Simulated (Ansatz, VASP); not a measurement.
BeS: VASP beside Ansatz

File POSCAR:

```
BeS
1.0
    0.0000000000      2.4343066356      2.4343066356
    2.4343066356      0.0000000000      2.4343066356
    2.4343066356      2.4343066356      0.0000000000
Be S
1 1
Direct
    0.0000000000      0.0000000000      0.0000000000
    0.2500000000      0.2500000000      0.2500000000
```

INCAR.step1

```
ALGO = Normal ; EDIFF = 1E-4
ENCUT = 520 ; GGA = PE
ISMEAR = 0 ; LASPH = True
LCHARG = False ; LREAL = False
LWAVE = True ; NBANDS = 11
NELM = 100 ; PREC = Accurate
SIGMA = 0.01
```

The input INCAR.step2:

```
ALGO = Normal ; EDIFF = 1E-7
ENCUT = 520 ; ISIF = 2
ISMEAR = 0 ; ISTART = 1
LASPH = True ; LCHARG = False
LMIXTAU = True ; LREAL = False
LWAVE = False ; METAGGA = R2SCAN
NBANDS = 11 ; NELM = 100
PREC = Accurate ; SIGMA = 0.01
```

The input KPOINTS:

```
k-points
0
Gamma
  10 10 10
```

Input for Ansatz:

```yaml
crystal:
  lattice:
    - [0.0, 2.4343066356, 2.4343066356]
    - [2.4343066356, 0.0, 2.4343066356]
    - [2.4343066356, 2.4343066356, 0.0]
  atoms:
    - { symbol: Be, position: [0.0, 0.0, 0.0] }
    - { symbol: S, position: [0.25, 0.25, 0.25] }
kpoints:
  mp_grid: { grid: [10, 10, 10] }
  band_path:
    path:
      - [0.0, 0.0, 0.0]
      - [-0.5, -0.5, 0.0]
      - [-0.375, -0.375, 0.25]
      - [-0.375, 0.0, 0.375]
      - [0.0, 0.0, 0.5]
      - [-0.5, -0.25, 0.25]
      - [0.0, 0.5, 0.5]
      - [-0.0375, 0.0, 0.0375]
    npoints: 1
hamiltonian:
  xc: r2scan
scf:
  occupations: { method: fixed }
  n_extra_bands: 4
output:
  forces: true
  stress: true
  eigenvalues: true
```

Alike in both runs: task single point; functional r2SCAN; k mesh 10 × 10 × 10; no spin polarisation.

|  | VASP | Ansatz |
| --- | --- | --- |
| version | VASP 6.6.1 | Ansatz 0.2.0 |
| potentials or method | VASP PAW PBE potentials, release 64 (Be, S) | plane waves, PAW |
| plane-wave cutoff (eV) | 520 | 500 |
| occupations | gaussian, width 0.01 eV | fixed |
| valence electrons in the cell | 8 | 8 |

|  | VASP | Ansatz | Ansatz less VASP |
| --- | --- | --- | --- |
| gap on the k mesh at the Fermi level (eV) | 3.60 | 3.59 | -0.009 |
| pressure (GPa) | 0.3 | 0.0 | -0.27 |

VASP's potentials were made for PBE, not for r2SCAN.
